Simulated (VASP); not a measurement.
# MgS (Fm-3m) in VASP: further runs

The runs below take MgS through relaxation of cell and atoms, single point, with PBEsol.

Program: VASP 6.6.1. These are calculated values, not measurements. Logs are shortened: lines on timing, memory, paths and dates and some standing lists are left out, and cuts for length are marked.

## Step 1: The cell of the first run

Symmetry: Fm-3m, No. 225, cubic system. The conventional cell has a = 5.182 Å, b = 5.182 Å, c = 5.182 Å, α = 90.00°, β = 90.00°, γ = 90.00°. Mg (site symmetry m-3m) has 6 S at 2.59 Å within 3.4 Å. Within 3.4 Å of S (site symmetry m-3m) lie 6 Mg at 2.59 Å.

## Step 2: Relaxation of cell and atoms, PBEsol, target pressure 15 GPa, at which the enthalpy is minimised

File INCAR:

```
SYSTEM = MgS
ALGO     = Normal         ! electronic algorithm
EDIFF    = 1E-7           ! SCF threshold, eV
EDIFFG   = -0.002         ! ionic threshold
ENCUT    = 600            ! plane-wave cutoff, eV
GGA      = PS             ! functional
IBRION   = 2              ! ionic algorithm
ISIF     = 3              ! what is computed and relaxed
ISMEAR   = 0              ! smearing method
LASPH    = .True.         ! aspherical terms in the spheres
LCHARG   = .False.        ! write CHGCAR
LREAL    = .False.        ! projectors in reciprocal space
LWAVE    = .False.        ! write WAVECAR
NELM     = 100            ! most SCF steps
NSW      = 100            ! ionic steps
PREC     = Accurate       ! precision mode
PSTRESS  = 150.0        
SIGMA    = 0.01           ! smearing width, eV
```

File KPOINTS:

```
k-points
0
Gamma
  8 8 8
  0 0 0
```

File POSCAR:

```
MgS
1.0
    0.0000000000      2.5909606437      2.5909606437
    2.5909606437      0.0000000000      2.5909606437
    2.5909606437      2.5909606437      0.0000000000
Mg S
1 1
Direct
    0.0000000000      0.0000000000      0.0000000000
    0.5000000000      0.5000000000      0.5000000000
```

Potentials or basis: VASP PAW PBE potentials, release 64 (Mg, S).

The run is started by

```
> cat potpaw_PBE.64/Mg/POTCAR potpaw_PBE.64/S/POTCAR > POTCAR
> mpirun -np 1 vasp_std > vasp.out
```

OUTCAR:

```text
SYSTEM = MgS
   EDIFF = 1E-7
   EDIFFG = -0.002
   ENCUT = 600
   GGA = PS
   IBRION = 2
   ISIF = 3
   ISMEAR = 0
   LASPH = .True.
   LREAL = .False.
   NELM = 100
   NSW = 100
   PREC = Accurate
   PSTRESS = 150.0

 ion  position               nearest neighbor table
   1  0.000  0.000  0.000-   2 2.59   2 2.59   2 2.59   2 2.59   2 2.59   2 2.59
   2  0.500  0.500  0.500-   1 2.59   1 2.59   1 2.59   1 2.59   1 2.59   1 2.59

  LATTYP: Found a face centered cubic cell.
 ALAT       =     5.1819212874

  Lattice vectors:

 A1 = (   0.0000000000,   2.5909606437,   2.5909606437)
 A2 = (   2.5909606437,   0.0000000000,   2.5909606437)
 A3 = (   2.5909606437,   2.5909606437,   0.0000000000)

Analysis of symmetry for initial positions (statically):
=====================================================================
 Subroutine PRICEL returns:
 Original cell was already a primitive cell.

 Routine SETGRP: Setting up the symmetry group for a
 face centered cubic supercell.

 Subroutine GETGRP returns: Found 48 space group operations
 (whereof 48 operations were pure point group operations)
 out of a pool of 48 trial point group operations.

The static configuration has the point symmetry O_h .

Analysis of symmetry for dynamics (positions and initial velocities):
=====================================================================
 Subroutine PRICEL returns:
 Original cell was already a primitive cell.

 Routine SETGRP: Setting up the symmetry group for a
 face centered cubic supercell.

 Subroutine GETGRP returns: Found 48 space group operations
 (whereof 48 operations were pure point group operations)
 out of a pool of 48 trial point group operations.

The dynamic configuration has the point symmetry O_h .

 Subroutine INISYM returns: Found 48 space group operations
 (whereof 48 operations are pure point group operations),
 and found     1 'primitive' translations

----------------------------------------------------------------------------------------

                                     Primitive cell

  volume of cell :      34.7866

  direct lattice vectors                    reciprocal lattice vectors
     0.000000000  2.590960644  2.590960644    -0.192978616  0.192978616  0.192978616
     2.590960644  0.000000000  2.590960644     0.192978616 -0.192978616  0.192978616
     2.590960644  2.590960644  0.000000000     0.192978616  0.192978616 -0.192978616

  length of vectors
     3.664171682  3.664171682  3.664171682     0.334248768  0.334248768  0.334248768

[... 64 lines left out ...]
   total plane-waves  NPLWV =  27000
   dimension x,y,z NGX =    30 NGY =   30 NGZ =   30
   dimension x,y,z NGXF=    60 NGYF=   60 NGZF=   60
   ions per type =               1   1
   NGX,Y,Z   is equivalent  to a cutoff of  13.61, 13.61, 13.61 a.u.
   NGXF,Y,Z  is equivalent  to a cutoff of  27.22, 27.22, 27.22 a.u.
 SYSTEM =  MgS
   PREC   = accura    normal or accurate (medium, high low for compatibility)
   ISTART =      0    job   : 0-new  1-cont  2-samecut
   ICHARG =      2    charge: 1-file 2-atom 10-const
   ISPIN  =      1    spin polarized calculation?
   LNONCOLLINEAR =      F non collinear calculations
   LSORBIT =      F    spin-orbit coupling
   LASPH  =      T    aspherical Exc in radial PAW
   ENCUT  =  600.0 eV  44.10 Ry    6.64 a.u.   7.32  7.32  7.32*2*pi/ulx,y,z
   NELM   =    100;   NELMIN=  2; NELMDL= -5     # of ELM steps
   EDIFF  = 0.1E-06   stopping-criterion for ELM
   LREAL  =      F    real-space projection
   EDIFFG = -.2E-02   stopping-criterion for IOM
   NSW    =    100    number of steps for IOM
   IBRION =      2    ionic relax: 0-MD 1-quasi-New 2-CG
   NFREE  =      1    steps in history (QN), initial steepest desc. (CG)
   ISIF   =      3    stress and relaxation
   ISYM   =      2    0-nonsym 1-usesym 2-fastsym
   POTIM  = 0.5000    time-step for ionic-motion
   TEBEG  =    0.0;   TEEND  =   0.0 temperature during run
   PSTRESS=  150.0 pullay stress
   NELECT =       8.0000    total number of electrons
   NUPDOWN=      -1.0000    fix difference up-down
   EMIN   =  10.00;   EMAX   =-10.00  energy-range for DOS
   EFERMI =   0.00;   METHOD = LEGACY
   ISMEAR =     0;   SIGMA  =   0.01  broadening in eV -4-tet -1-fermi 0-gaus
   EFERMI_NEDOS =   21; number of points for ismear=-14 and -15
   IALGO  =     38    algorithm
   IMIX   =      4    mixing-type and parameters
     AMIX     =   0.40;   BMIX     =  1.00
     AMIX_MAG =   1.60;   BMIX_MAG =  1.00
  volume/ion in A,a.u.               =      17.39       117.38
  Fermi-wavevector in a.u.,A,eV,Ry     =   1.002999  1.895394 13.687567  1.006008
  Thomas-Fermi vector in A             =   2.135523
   LORBIT       =      0    0 simple, 1 ext, 2 COOP (PROOUT), +10 PAW based schemes
   GGA     = PS    functional components
   LHFCALC =     F    Hartree Fock is set to
   AEXX    =    0.0000 exact exchange contribution
   IVDW    =     0    specifies the selected vdW correction
   LEPSILON=     F    determine dielectric tensor
   LRPA    =     F    only Hartree local field effects (RPA)
 conjugate gradient relaxation of ions
 non-spin polarized calculation
 Gauss-broadening in eV      SIGMA  =   0.01
  energy-cutoff  :      600.00
  volume of cell :       34.79
 maximum number of plane-waves:      1211
 NGX is ok and might be reduce to    30
   NGX = 15   NGY = 15   NGZ = 15

--------------------------------------- Ionic step        1  -------------------------------------------

 number of electron       8.0000000 magnetization

 Free energy of the ion-electron system (eV)
  ---------------------------------------------------
  ext. energy  EPLUGINS =         0.00000000
  ---------------------------------------------------
  free energy    TOTEN  =        -9.07550439 eV

  energy without entropy =       -9.07550439  energy(sigma->0) =       -9.07550439

 E-fermi :   3.8602     XC(G=0):  -9.8878

 val. band max:        3.7861046104   @ k =   0.0000   0.0000   0.0000
 cond. band min:       6.5158903139   @ k =   0.5000   0.5000   0.0000
 fundamental gap:      2.7297857035
 Fermi energy:         3.8601946082

 k-point     1 :       0.0000    0.0000    0.0000
  band No.  band energies     occupation
      1      -8.9684      2.00000
      2       3.7861      2.00000
      3       3.7861      2.00000
      4       3.7861      2.00000
      5       7.4765      0.00000
      6      11.6321      0.00000
      7      11.6321      0.00000
      8      11.6321      0.00000
[... 442 lines left out ...]
--------------------------------------- Ionic step        6  -------------------------------------------

 number of electron       8.0000000 magnetization

 Free energy of the ion-electron system (eV)
  ---------------------------------------------------
  ext. energy  EPLUGINS =         0.00000000
  ---------------------------------------------------
  free energy    TOTEN  =        -8.88496476 eV

  energy without entropy =       -8.88496476  energy(sigma->0) =       -8.88496476

 E-fermi :   5.3130     XC(G=0): -10.5009

 val. band max:        5.2019024568   @ k =   0.0000   0.0000   0.0000
 cond. band min:       8.2150948941   @ k =   0.5000   0.5000   0.0000
 fundamental gap:      3.0131924373
 Fermi energy:         5.3129869555

 k-point     1 :       0.0000    0.0000    0.0000
  band No.  band energies     occupation
      1      -8.4839      2.00000
      2       5.2019      2.00000
      3       5.2019      2.00000
      4       5.2019      2.00000
      5      10.1470      0.00000
      6      12.8993      0.00000
      7      12.8993      0.00000
      8      12.8993      0.00000
[... 286 lines left out ...]
  energy  without entropy=       -8.8849647602  energy(sigma->0) =       -8.88496476

  enthalpy is  TOTEN    =        -6.0651151700 eV   P V=        2.8198495902

 reached required accuracy - stopping structural energy minimisation
```

CONTCAR:

```text
MgS
   1.00000000000000
    -0.0000000000000000    2.4694775963483653    2.4694775963483653
     2.4694775963483653   -0.0000000000000000    2.4694775963483653
     2.4694775963483653    2.4694775963483653    0.0000000000000000
  Mg              S
     1     1
Direct
     1.0000000000000000    0.0000000000000000    0.0000000000000000
     0.5000000000000000    0.5000000000000000    0.5000000000000000

  0.00000000E+00  0.00000000E+00  0.00000000E+00
  0.00000000E+00  0.00000000E+00  0.00000000E+00
```

Wall time 46 s (1 thread of Intel Xeon Platinum 8259CL at 2.50GHz (Skylake/Cascade Lake), shared host); peak memory 0.18 GiB.

What came out:

| Property | Result |
| --- | --- |
| Free energy | -8.8850 eV |
| Relaxed volume | 15.06 Å³/atom |
| Relaxed cell | a = 3.492 Å, b = 3.492 Å, c = 3.492 Å, α = 60.00°, β = 60.00°, γ = 60.00° |
| Space group after relaxing (to 0.05 Å) | Fm-3m (No. 225) |
| Energy change on relaxing (the enthalpy is what falls) | +95.3 meV/atom |
| Ionic steps | 6 |
| Pressure after relaxing | 15.0 GPa |
| Band gap on the k mesh | 3.01 eV, indirect (least direct gap 4.95 eV) |

The path:
```tsv
step	energy change (eV)	largest force (eV/Å)	pressure (GPa)	volume (Å³)
1	0.0000	0.0000	-0.17	34.79
2	0.6172	0.0000	32.20	27.14
3	0.1858	0.0000	14.77	30.17
4	0.1940	0.0000	15.17	30.08
5	0.1879	0.0000	14.88	30.15
6	0.1905	0.0000	15.00	30.12
```

Final structure:
```yaml
crystal:
  lattice:
    - [0.00000, 2.46948, 2.46948]
    - [2.46948, 0.00000, 2.46948]
    - [2.46948, 2.46948, 0.00000]
  atoms:
    - { symbol: Mg, position: [0.00000, 0.00000, 0.00000] }
    - { symbol: S, position: [0.50000, 0.50000, 0.50000] }
```

Caveat: the cell is relaxed towards a set pressure, so the enthalpy falls and the energy may rise; the PAW data sets were made with another functional, which shifts forces and pressure a little.

(Continued in part 2 of 2.)
